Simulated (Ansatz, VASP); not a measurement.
SiC: VASP beside Ansatz

Contents of INCAR:

```
ALGO = Normal ; EDIFF = 1E-6
ENCUT = 520 ; GGA = PE
ISIF = 2 ; ISMEAR = 0
LASPH = T ; LCHARG = F
LREAL = F ; LWAVE = F
NBANDS = 11 ; NELM = 80
PREC = Accurate ; SIGMA = 0.1
```

KPOINTS

```
k-points
0
Gamma
  6 6 6
```

Contents of POSCAR:

```
SiC
1.0
    1.7996505600     -2.1604774400      0.0000000000
    1.7996505600      2.1604774400      0.0000000000
    0.0000000000      0.0000000000      3.6532837400
Si C
1 1
Direct
    0.5000000000      0.5000000000      0.0000000000
    0.0000000000      0.0000000000      0.5000000000
```

Input for Ansatz:

```yaml
crystal:
  lattice:
    - [1.79965056, -2.16047744, 0.0]
    - [1.79965056, 2.16047744, 0.0]
    - [0.0, 0.0, 3.65328374]
  atoms:
    - { symbol: Si, position: [0.5, 0.5, 0.0] }
    - { symbol: C, position: [0.0, 0.0, 0.5] }
basis:
  ecutwfc: 420
kpoints:
  mp_grid: { grid: [6, 6, 6] }
hamiltonian:
  xc: pbe
scf:
  occupations: { method: gaussian, width: 0.1 }
  lower_state_search: "off"
output:
  forces: true
  stress: true
  eigenvalues: true
```

Alike in both runs: task single point; functional PBE; k mesh 6 × 6 × 6; occupations gaussian, width 0.1 eV; no spin polarisation.

|  | VASP | Ansatz |
| --- | --- | --- |
| version | VASP 6.6.1 | Ansatz 0.2.0 |
| potentials or method | VASP PAW PBE potentials, release 64 (Si, C), cutoff 520 eV | scalar-relativistic, plane waves, PAW |
| valence electrons in the cell | 8 | 8 |

|  | VASP | Ansatz | Ansatz less VASP |
| --- | --- | --- | --- |
| gap on the k mesh at the Fermi level (eV) | none | none | - |
| pressure (GPa) | -23.6 | -23.6 | -0.02 |
| traceless stress, the component that is largest in VASP (GPa) | 12.42 | 12.45 | +0.027 |

A gap of «none» marks a metal or a gap that the smearing closes.

The k mesh is coarse, so the values compare programs but aren't converged.
